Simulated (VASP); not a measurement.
Wanted: the native input for a VASP 6.6.1 run.

```
Task                   : single point
Functional             : PBE
Potentials or basis    : VASP PAW PBE potentials, release 64 (Sb, P, S)
Cutoff                 : 520 eV
k mesh                 : 4 × 4 × 4
Occupations            : gaussian, width 0.1 eV
Spin                   : no spin polarisation
Dipole correction      : no
Further INCAR settings : ALGO = Normal; EDIFF = 1e-06; NBANDS = 32
```

The structure of SbP3S4 lies in POSCAR:

```
SbP3S4
1.0
    6.3012392262      0.0000000000      0.0000000000
    0.0000000000      6.3012392262      0.0000000000
    0.0000000000      0.0000000000      6.3012392262
Sb P S
1 3 4
Direct
    0.0000000000      0.0000000000      0.0000000000
    0.5000000000      0.0000000000      0.0000000000
    0.0000000000      0.5000000000      0.0000000000
    0.0000000000      0.0000000000      0.5000000000
    0.2307302542      0.2307302542      0.2307302542
    0.2307302542      0.7692697458      0.7692697458
    0.7692697458      0.7692697458      0.2307302542
    0.7692697458      0.2307302542      0.7692697458
```

One way to write it, as run:

INCAR

```
PREC     = Accurate       # precision mode
ENCUT    = 520            # plane-wave cutoff, eV
EDIFF    = 1E-6           # SCF threshold, eV
ISMEAR   = 0              # smearing method
SIGMA    = 0.1            # smearing width, eV
LREAL    = False          # projectors in reciprocal space
LASPH    = True           # aspherical terms in the spheres
NELM     = 60             # most SCF steps
ALGO     = Normal         # electronic algorithm
ISIF     = 2              # what is computed and relaxed
LWAVE    = False          # write WAVECAR
LCHARG   = False          # write CHGCAR
GGA      = PE             # functional
NBANDS   = 32             # bands
```

KPOINTS

```
Automatic mesh
0
Gamma
  4 4 4
```

Potentials or basis: VASP PAW PBE potentials, release 64 (Sb, P, S).

Launch:

```sh
$ cat potpaw_PBE.64/Sb/POTCAR potpaw_PBE.64/P/POTCAR potpaw_PBE.64/S/POTCAR > POTCAR
$ mpirun -np 1 vasp_std > vasp.out
```

Results of the run:

| Quantity | Value |
| --- | --- |
| Pressure | 0.3 GPa |
| Largest force | 0.048 eV/Å |
| Band gap on the k mesh | zero (band 22 reaches 2.95 eV, above the bottom of band 23 at 1.95 eV) |

Caveat: spin-orbit coupling is left out, which moves the levels of the heavy elements.

It took 100 s on 1 thread of Oxide Virtual Turin-like Processor, with other jobs on the host, peak memory 0.32 GiB.
